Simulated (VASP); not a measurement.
Here is a VASP 6.6.1 calculation.

INCAR

```
PREC     = Accurate       # precision mode
ENCUT    = 520            # plane-wave cutoff, eV
EDIFF    = 1E-6           # SCF threshold, eV
ISMEAR   = 1              # smearing method
SIGMA    = 0.02           # smearing width, eV
LREAL    = False          # projectors in reciprocal space
LASPH    = True           # aspherical terms in the spheres
NELM     = 80             # most SCF steps
ALGO     = Fast           # electronic algorithm
ISIF     = 2              # what is computed and relaxed
LWAVE    = False          # write WAVECAR
LCHARG   = False          # write CHGCAR
GGA      = CA             # functional
NBANDS   = 22             # bands
```

Contents of KPOINTS:

```
Automatic mesh
0
Gamma
  18 18 12
```

Contents of POSCAR:

```
Rh
1.0
    2.9358024704      0.0000000000      0.0000000000
   -1.4679012352      2.3650972278      0.0000000000
    0.0000000000      0.0000000000      4.4284890000
Rh
2
Direct
    0.6666666667      0.3333333333      0.7500000000
    0.3333333333      0.6666666667      0.2500000000
```

Potentials or basis: VASP PAW LDA potentials, release 64 (Rh_pv).

Run with:

```bash
$ cat potpaw_LDA.64/Rh_pv/POTCAR > POTCAR
$ mpirun -np 1 vasp_std > vasp.out
```

Task: Estimate the largest force.

Result: 0.115 eV/Å.

Task: Predict the band gap on the k mesh.

Result: Zero (band 15 reaches 10.38 eV, above the bottom of band 16 at 8.40 eV).

Task: What does it give for the pressure?

Result: -30.4 GPa.

Forces in eV/Å, atoms in the order of the input:
```
Rh   0.000  0.115  0.000
Rh   0.000 -0.115  0.000
```

Caveat: the cell differs from its parent crystal (strain +0.0750 x Voigt [1, 0, 0, 0, 0, 0]).
